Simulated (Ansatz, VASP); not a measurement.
One calculation of Co, two programs

```
CELL_PARAMETERS angstrom
2.48737 0.00000 0.00000
-1.24368 2.15412 0.00000
0.00000 0.00000 4.06329
ATOMIC_POSITIONS crystal
Co 0.66667 0.33333 0.25986
Co 0.33333 0.66667 0.74014
```

Alike in both runs: task single point; functional LDA; k mesh 15 × 15 × 8; occupations fermi-dirac, width 0.15 eV; collinear spin.

|  | VASP | Ansatz |
| --- | --- | --- |
| version | VASP 6.6.1 | Ansatz 0.2.0 |
| potentials or method | VASP PAW LDA potentials, release 64 (Co) | plane waves, PAW |
| plane-wave cutoff (eV) | 520 | 420 |
| valence electrons in the cell | 18 | 34 |

Ansatz gave:

* pressure (GPa): -17.6
* traceless stress, the component that is largest in VASP (GPa): -1.19
* rms of the force components (eV/Å): 0.264
* net moment per atom (μB): 1.55
* size of the moment on the site where the two differ most (μB): 1.60

Question: Which values does VASP return?

Answer: Pressure (GPa): -18.5; traceless stress, the component that is largest in VASP (GPa): -1.38; rms of the force components (eV/Å): 0.258; net moment per atom (μB): 1.50; size of the moment on the site where the two differ most (μB): 1.51.

LDA's correlation is that of Perdew and Zunger in VASP and of Perdew and Wang (1992) in Ansatz. Site moments also hang on the region over which each program counts them. Atom by atom the forces differ by 0.006 eV/Å (rms over components). VASP's potentials hold 18 valence electrons a cell and Ansatz's 34, so a difference there can come from the potentials and not from the codes.
